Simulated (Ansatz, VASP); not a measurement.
## Al2O3: VASP beside Ansatz

```xyz
10
Lattice="2.3796 1.3738 4.3316 -2.3796 1.3738 4.3316 0.0000 -2.7477 4.3316" Properties=species:S:1:pos:R:3 pbc="T T T"
Al    0.0000    0.0000   11.0706
Al    0.0000    0.0000    8.4218
Al    0.0000    0.0000    1.9243
Al    0.0000    0.0000    4.5731
O    -0.9214   -1.3738    5.4145
O     1.6505   -0.1111    5.4145
O    -0.7291    1.4849    5.4145
O     0.9214    1.3738    7.5804
O    -1.6505    0.1111    7.5804
O     0.7291   -1.4849    7.5804
```

Alike in both runs: functional r2SCAN; k mesh 6 × 6 × 6; occupations gaussian, width 0.02 eV; no spin polarisation.

Ansatz relaxed the structure, and its values are those at the end. VASP's run is a single point on that final structure, the one shown.

|  | VASP | Ansatz |
| --- | --- | --- |
| version | VASP 6.6.1 | Ansatz 0.2.0 |
| potentials or method | VASP PAW PBE potentials, release 64 (Al, O), cutoff 520 eV | scalar-relativistic, plane waves, PAW |
| valence electrons in the cell | 48 | 48 |

|  | VASP | Ansatz | Ansatz less VASP |
| --- | --- | --- | --- |
| gap on the k mesh at the Fermi level (eV) | 7.15 | 7.14 | -0.017 |
| least direct gap on the mesh (eV) | 7.15 | 7.14 | -0.017 |
| pressure (GPa) | -0.5 | 0.0 | +0.50 |
| rms of the force components (eV/Å) | 0.010 | 0.001 | -0.0087 |

VASP's potentials were made for PBE, not for r2SCAN. With one functional, cell and mesh, what is left measures potentials, basis and numerics.
